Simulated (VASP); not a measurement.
# Al2Ru (P4/nmm) in VASP: single point with r2SCAN

Aim: the single point of Al2Ru with r2SCAN.

Everything below comes from runs of VASP 6.6.1. Logs are shortened: lines on timing, memory, paths and dates and some standing lists are left out, and cuts for length are marked.

## 1. The cell of the first run

It takes space group P4/nmm (No. 129, tetragonal). Conventional cell: a = 3.122 Å, b = 3.122 Å, c = 21.390 Å, α = 90.00°, β = 90.00°, γ = 90.00°. Within 3.4 Å of Al (site symmetry 4mm) lie 5 Ru at 2.58 to 2.88 Å and 9 Al at 2.69 to 3.12 Å. Within 3.4 Å of Al (site symmetry 4mm) lie 4 Ru at 2.58 Å and 5 Al at 2.69 to 3.12 Å. Al (site symmetry 4mm) has 5 Ru at 2.58 to 2.88 Å and 9 Al at 2.69 to 3.12 Å within 3.4 Å. Within 3.4 Å of Al (site symmetry 4mm) lie 5 Ru at 2.58 to 2.88 Å and 9 Al at 2.69 to 3.12 Å. Ru (site symmetry 4mm) has 10 Al at 2.58 to 2.88 Å and 4 Ru at 3.12 Å within 3.4 Å. Ru (site symmetry 4mm) has 9 Al at 2.58 to 2.88 Å and 4 Ru at 3.12 Å within 3.4 Å.

## 2. Single point, r2SCAN (the distance across one plane changed)

The input, POSCAR:

```
Al2Ru
1.0
   -3.1218205081      0.0000000000      0.0000000000
    0.0000000000     -3.1218205081      0.0000000000
    0.0000000000      0.0000000000     21.3899668331
Al Ru
8 4
Direct
    0.0000000000      0.0000000000      0.1615146191
    0.5000000000      0.5000000000      0.7537303632
    0.0000000000      0.0000000000      0.5563251151
    0.5000000000      0.5000000000      0.3589198671
    0.5000000000      0.5000000000      0.2332958770
    1.0000000000      1.0000000000      0.0358906290
    0.5000000000      0.5000000000      0.6281063731
    1.0000000000      1.0000000000      0.4307011251
    0.0000000000      0.0000000000      0.2961078721
    0.5000000000      0.5000000000      0.0987026240
    0.0000000000      0.0000000000      0.6909183681
    0.5000000000      0.5000000000      0.4935131201
```

The input, INCAR.step1:

```
PREC = Accurate
ENCUT = 520
ISMEAR = 0
SIGMA = 0.15
LREAL = False
LASPH = True
NELM = 80
NBANDS = 52
GGA = PE
ALGO = Normal
EDIFF = 1E-4
LWAVE = True
LCHARG = False
KPAR = 4
```

The input, INCAR.step2:

```
PREC = Accurate
ENCUT = 520
EDIFF = 1E-6
ISMEAR = 0
SIGMA = 0.15
LREAL = False
LASPH = True
NELM = 80
ALGO = Normal
ISIF = 2
LWAVE = False
LCHARG = True
METAGGA = R2SCAN
LMIXTAU = True
LVHAR = True
NBANDS = 52
ISTART = 1
KPAR = 4
```

The input, KPOINTS:

```
regular mesh
0
Gamma
  15 15 3
```

Potentials or basis: VASP PAW PBE potentials, release 64 (Al, Ru_pv).

On the command line:

```
> cat potpaw_PBE.64/Al/POTCAR potpaw_PBE.64/Ru_pv/POTCAR > POTCAR
> cp INCAR.step1 INCAR
> mpirun -np 4 vasp_std > vasp.out
> cp INCAR.step2 INCAR
> mpirun -np 4 vasp_std > vasp.out
```

OUTCAR:

```text
PREC = Accurate
   ENCUT = 520
   EDIFF = 1E-6
   ISMEAR = 0
   LREAL = False
   LASPH = True
   NELM = 80
   ISIF = 2
   METAGGA = R2SCAN
   ISTART = 1

 ion  position               nearest neighbor table
   1  0.000  0.000  0.162-  10 2.58  10 2.58  10 2.58  10 2.58   6 2.69   5 2.69   5 2.69   5 2.69
                             5 2.69   9 2.88
   2  0.500  0.500  0.754-  11 2.58  11 2.58  11 2.58  11 2.58   7 2.69
   3  0.000  0.000  0.556-  12 2.58  12 2.58  12 2.58  12 2.58   8 2.69   7 2.69   7 2.69   7 2.69
                             7 2.69  11 2.88
   4  0.500  0.500  0.359-   9 2.58   9 2.58   9 2.58   9 2.58   5 2.69   8 2.69   8 2.69   8 2.69
                             8 2.69  12 2.88
   5  0.500  0.500  0.233-   9 2.58   9 2.58   9 2.58   9 2.58   4 2.69   1 2.69   1 2.69   1 2.69
                             1 2.69  10 2.88
   6  0.000  0.000  0.036-  10 2.58  10 2.58  10 2.58  10 2.58   1 2.69
   7  0.500  0.500  0.628-  11 2.58  11 2.58  11 2.58  11 2.58   2 2.69   3 2.69   3 2.69   3 2.69
                             3 2.69  12 2.88
   8  0.000  0.000  0.431-  12 2.58  12 2.58  12 2.58  12 2.58   3 2.69   4 2.69   4 2.69   4 2.69
                             4 2.69   9 2.88
   9  0.000  0.000  0.296-   4 2.58   4 2.58   4 2.58   4 2.58   5 2.58   5 2.58   5 2.58   5 2.58
                             8 2.88   1 2.88
  10  0.500  0.500  0.099-   6 2.58   6 2.58   6 2.58   6 2.58   1 2.58   1 2.58   1 2.58   1 2.58
                             5 2.88
  11  0.000  0.000  0.691-   7 2.58   7 2.58   7 2.58   7 2.58   2 2.58   2 2.58   2 2.58   2 2.58
                             3 2.88
  12  0.500  0.500  0.494-   8 2.58   8 2.58   8 2.58   8 2.58   3 2.58   3 2.58   3 2.58   3 2.58
                             4 2.88   7 2.88

  LATTYP: Found a simple tetragonal cell.
 ALAT       =     3.1218205081
 C/A-ratio  =     6.8517606242

  Lattice vectors:

 A1 = (  -3.1218205081,   0.0000000000,   0.0000000000)
 A2 = (   0.0000000000,  -3.1218205081,   0.0000000000)
 A3 = (   0.0000000000,   0.0000000000,  21.3899668331)

Analysis of symmetry for initial positions (statically):
=====================================================================
 Subroutine PRICEL returns:
 Original cell was already a primitive cell.

 Routine SETGRP: Setting up the symmetry group for a
 simple tetragonal supercell.

 Subroutine GETGRP returns: Found 16 space group operations
 (whereof  8 operations were pure point group operations)
 out of a pool of 16 trial point group operations.

The static configuration has the point symmetry C_4v.
 The point group associated with its full space group is D_4h.

Analysis of symmetry for dynamics (positions and initial velocities):
=====================================================================
 Subroutine PRICEL returns:
 Original cell was already a primitive cell.

 Routine SETGRP: Setting up the symmetry group for a
 simple tetragonal supercell.

 Subroutine GETGRP returns: Found 16 space group operations
 (whereof  8 operations were pure point group operations)
 out of a pool of 16 trial point group operations.

The dynamic configuration has the point symmetry C_4v.
 The point group associated with its full space group is D_4h.

 Subroutine INISYM returns: Found 16 space group operations
 (whereof  8 operations are pure point group operations),
 and found     1 'primitive' translations

----------------------------------------------------------------------------------------

                                     Primitive cell

  volume of cell :     208.4616

  direct lattice vectors                    reciprocal lattice vectors
    -3.121820508  0.000000000  0.000000000    -0.320325912  0.000000000  0.000000000
     0.000000000 -3.121820508  0.000000000     0.000000000 -0.320325912  0.000000000
     0.000000000  0.000000000 21.389966833     0.000000000  0.000000000  0.046750891

  length of vectors
     3.121820508  3.121820508 21.389966833     0.320325912  0.320325912  0.046750891

  position of ions in fractional coordinates (direct lattice)
     0.000000000  0.000000000  0.161514619
     0.500000000  0.500000000  0.753730363
     0.000000000  0.000000000  0.556325115
     0.500000000  0.500000000  0.358919867
     0.500000000  0.500000000  0.233295877
     0.000000000  0.000000000  0.035890629
     0.500000000  0.500000000  0.628106373
     0.000000000  0.000000000  0.430701125
     0.000000000  0.000000000  0.296107872
     0.500000000  0.500000000  0.098702624
     0.000000000  0.000000000  0.690918368
     0.500000000  0.500000000  0.493513120

  ion indices of the primitive-cell ions
   primitive index   ion index
                 1           1
                 2           2
                 3           3
                 4           4
                 5           5
                 6           6
                 7           7
                 8           8
                 9           9
                10          10
                11          11
                12          12

----------------------------------------------------------------------------------------

 KPOINTS: regular mesh

Automatic generation of k-mesh.
 Grid dimensions read from file:
 generate k-points for:   15   15    3

 Generating k-lattice:

  Cartesian coordinates                     Fractional coordinates (reciprocal lattice)
    -0.021355061  0.000000000  0.000000000     0.066666667  0.000000000  0.000000000
     0.000000000 -0.021355061  0.000000000     0.000000000  0.066666667  0.000000000
     0.000000000  0.000000000  0.015583630     0.000000000  0.000000000  0.333333333

  Length of vectors
     0.021355061  0.021355061  0.015583630

  Shift w.r.t. Gamma in fractional coordinates (k-lattice)
     0.000000000  0.000000000  0.000000000

 Subroutine IBZKPT returns following result:
 ===========================================

 Found     72 irreducible k-points:

 Following reciprocal coordinates:
            Coordinates               Weight
  0.000000  0.000000  0.000000      1.000000
  0.066667  0.000000  0.000000      4.000000
  0.133333  0.000000  0.000000      4.000000
  0.200000  0.000000  0.000000      4.000000
  0.266667  0.000000  0.000000      4.000000
  0.333333  0.000000  0.000000      4.000000
[... 16 lines left out ...]
  0.266667  0.200000  0.000000      8.000000
  0.333333  0.200000  0.000000      8.000000
 [... further k-points ...]
   k-points           NKPTS =     72   k-points in BZ     NKDIM =     72   number of bands    NBANDS=     52
   number of dos      NEDOS =    301   number of ions     NIONS =     12
   total plane-waves  NPLWV =  92160
   dimension x,y,z NGX =    24 NGY =   24 NGZ =  160
   dimension x,y,z NGXF=    48 NGYF=   48 NGZF=  320
   ions per type =               8   4
   NGX,Y,Z   is equivalent  to a cutoff of  12.78, 12.78, 12.44 a.u.
   NGXF,Y,Z  is equivalent  to a cutoff of  25.56, 25.56, 24.87 a.u.
 SYSTEM =  unknown system
   PREC   = accura    normal or accurate (medium, high low for compatibility)
   ISTART =      1    job   : 0-new  1-cont  2-samecut
   ICHARG =      0    charge: 1-file 2-atom 10-const
   ISPIN  =      1    spin polarized calculation?
   LNONCOLLINEAR =      F non collinear calculations
   LSORBIT =      F    spin-orbit coupling
   LASPH  =      T    aspherical Exc in radial PAW
   ENCUT  =  520.0 eV  38.22 Ry    6.18 a.u.   5.80  5.80 39.77*2*pi/ulx,y,z
   NELM   =     80;   NELMIN=  2; NELMDL=  0     # of ELM steps
   EDIFF  = 0.1E-05   stopping-criterion for ELM
   LREAL  =      F    real-space projection
   EDIFFG = 0.1E-04   stopping-criterion for IOM
   NSW    =      0    number of steps for IOM
   IBRION =     -1    ionic relax: 0-MD 1-quasi-New 2-CG
   NFREE  =      0    steps in history (QN), initial steepest desc. (CG)
   ISIF   =      2    stress and relaxation
   ISYM   =      2    0-nonsym 1-usesym 2-fastsym
   POTIM  = 0.5000    time-step for ionic-motion
   TEBEG  =    0.0;   TEEND  =   0.0 temperature during run
   PSTRESS=    0.0 pullay stress
   NELECT =      80.0000    total number of electrons
   NUPDOWN=      -1.0000    fix difference up-down
   EMIN   =  10.00;   EMAX   =-10.00  energy-range for DOS
   EFERMI =   0.00;   METHOD = LEGACY
   ISMEAR =     0;   SIGMA  =   0.15  broadening in eV -4-tet -1-fermi 0-gaus
   EFERMI_NEDOS =   21; number of points for ismear=-14 and -15
   IALGO  =     38    algorithm
   IMIX   =      4    mixing-type and parameters
     AMIX     =   0.40;   BMIX     =  1.00
     AMIX_MAG =   1.60;   BMIX_MAG =  1.00
  volume/ion in A,a.u.               =      17.37       117.23
  Fermi-wavevector in a.u.,A,eV,Ry     =   1.189678  2.248166 19.256791  1.415334
  Thomas-Fermi vector in A             =   2.325780
   LORBIT       =      0    0 simple, 1 ext, 2 COOP (PROOUT), +10 PAW based schemes
   METAGGA = R2SCAN    functional components
   LHFCALC =     F    Hartree Fock is set to
   AEXX    =    0.0000 exact exchange contribution
   IVDW    =     0    specifies the selected vdW correction
   LEPSILON=     F    determine dielectric tensor
   LRPA    =     F    only Hartree local field effects (RPA)
 non-spin polarized calculation
 Gauss-broadening in eV      SIGMA  =   0.15
  energy-cutoff  :      520.00
  volume of cell :      208.46
 maximum number of plane-waves:      5666
 NGX is ok and might be reduce to    24
   NGX = 11   NGY = 11   NGZ = 79

 number of electron      79.9999990 magnetization

 Free energy of the ion-electron system (eV)
  ---------------------------------------------------
  ext. energy  EPLUGINS =         0.00000000
  ---------------------------------------------------
  free energy    TOTEN  =      -162.53342193 eV

  energy without entropy =     -162.48920579  energy(sigma->0) =     -162.51131386

 E-fermi :   8.0745     XC(G=0): -10.9929

 val. band max:        8.0666732194   @ k =   0.4000   0.4000   0.0000
 cond. band min:       8.0896177508   @ k =   0.4667   0.3333   0.0000
 fundamental gap:      0.0229445313
 Fermi energy:         8.0745057302

 k-point     1 :       0.0000    0.0000    0.0000
  band No.  band energies     occupation
      1     -36.2215      2.00000
      2     -36.2215      2.00000
      3     -36.2215      2.00000
      4     -36.2215      2.00000
      5     -36.1882      2.00000
      6     -36.1882      2.00000
[... 44 lines left out ...]
     51      12.8411      0.00000
     52      12.8411      0.00000

 k-point     2 :       0.0667    0.0000    0.0000
  band No.  band energies     occupation
      1     -36.2279      2.00000
      2     -36.2279      2.00000
      3     -36.2209      2.00000
      4     -36.2209      2.00000
      5     -36.1946      2.00000
      6     -36.1946      2.00000
[... 44 lines left out ...]
     51      12.9707      0.00000
     52      13.0502      0.00000

 k-point     3 :       0.1333    0.0000    0.0000
  band No.  band energies     occupation
      1     -36.2462      2.00000
      2     -36.2462      2.00000
      3     -36.2193      2.00000
      4     -36.2193      2.00000
      5     -36.2128      2.00000
      6     -36.2127      2.00000
[... 44 lines left out ...]
     51      12.8123      0.00000
     52      12.9056      0.00000
[... 1046 lines left out ...]
 k-point    23 :       0.2667    0.2000    0.0000
  band No.  band energies     occupation
      1     -36.2981      2.00000
      2     -36.2981      2.00000
      3     -36.2646      2.00000
      4     -36.2646      2.00000
      5     -36.2643      2.00000
      6     -36.2643      2.00000
[... 44 lines left out ...]
     51      11.7704      0.00000
     52      12.5208      0.00000

 k-point    24 :       0.3333    0.2000    0.0000
  band No.  band energies     occupation
      1     -36.3269      2.00000
      2     -36.3269      2.00000
      3     -36.2929      2.00000
      4     -36.2929      2.00000
      5     -36.2616      2.00000
      6     -36.2616      2.00000
[... 44 lines left out ...]
     51      12.0582      0.00000
     52      12.3036      0.00000

 [... further k-points ...]

------------------------ aborting loop because EDIFF is reached ----------------------------------------

  FORCE on cell =-STRESS in cart. coord.  units (eV):
  Direction    XX          YY          ZZ          XY          YZ          ZX
  --------------------------------------------------------------------------------------
  -------------------------------------------------------------------------------------
  Total       -4.2162497     -4.2162497     -2.3330866      0.0000000      0.0000000      0.0000000
  in kB      -32.4049188    -32.4049188    -17.9314529      0.0000000      0.0000000      0.0000000
  external PRESSURE =     -27.5804301 kB  Pullay stress =       0.0000000 kB

 VOLUME and BASIS-vectors are now :
 -----------------------------------------------------------------------------
  energy-cutoff  :      520.00
  volume of cell :      208.46
      direct lattice vectors                 reciprocal lattice vectors
    -3.121820508  0.000000000  0.000000000    -0.320325912  0.000000000  0.000000000
     0.000000000 -3.121820508  0.000000000     0.000000000 -0.320325912  0.000000000
     0.000000000  0.000000000 21.389966833     0.000000000  0.000000000  0.046750891

 POSITION                                       TOTAL-FORCE (eV/Angst)
 -----------------------------------------------------------------------------------
      0.00000      0.00000      3.45479        -0.000000      0.000000     -0.071443
     -1.56091     -1.56091     16.12227        -0.000000     -0.000000     -0.300859
      0.00000      0.00000     11.89978        -0.000000      0.000000     -0.104073
     -1.56091     -1.56091      7.67728        -0.000000     -0.000000      0.011949
     -1.56091     -1.56091      4.99019        -0.000000     -0.000000      0.104073
      0.00000      0.00000      0.76770        -0.000000      0.000000      0.300859
     -1.56091     -1.56091     13.43517         0.000000     -0.000000      0.071443
      0.00000      0.00000      9.21268        -0.000000      0.000000     -0.011949
      0.00000      0.00000      6.33374         0.000000      0.000000     -0.102480
     -1.56091     -1.56091      2.11125         0.000000     -0.000000     -0.186325
      0.00000      0.00000     14.77872        -0.000000      0.000000      0.186325
     -1.56091     -1.56091     10.55623        -0.000000      0.000000      0.102480
 -----------------------------------------------------------------------------------
    total drift:                               -0.000000      0.000000      0.004066

  FREE ENERGIE OF THE ION-ELECTRON SYSTEM (eV)
  ---------------------------------------------------
  free  energy   TOTEN  =      -162.5334219311 eV

  energy  without entropy=     -162.4892057869  energy(sigma->0) =     -162.51131386
```

Run time: 33 min. Hardware: 4 MPI ranks of Oxide Virtual Turin-like, shared host; peak memory 0.7 GiB.

What came out:

```yaml
Free_energy: -162.5334 eV
Pressure: -2.8 GPa
Largest_force: 0.301 eV/Å
Band_gap_on_the_k_mesh: zero (bands 40 and 41 overlap by 0.24 eV)
```

Forces in eV/Å, atoms in the order of the input:
```
Al   0.000  0.000 -0.071
Al   0.000  0.000 -0.301
Al   0.000  0.000 -0.104
Al   0.000  0.000  0.012
Al   0.000  0.000  0.104
Al   0.000  0.000  0.301
Al   0.000  0.000  0.071
Al   0.000  0.000 -0.012
Ru   0.000  0.000 -0.102
Ru   0.000  0.000 -0.186
Ru   0.000  0.000  0.186
Ru   0.000  0.000  0.102
```

Stress tensor (GPa, compression positive):
```
-3.24  0.00  0.00
 0.00 -3.24  0.00
 0.00  0.00 -1.79
```

Caveat: the cell differs from its parent crystal (the distance across one plane changed); the PAW data sets were made with another functional, which shifts forces and pressure a little.

The gap in the log of VASP goes by the Fermi energy; the results here count the filled bands.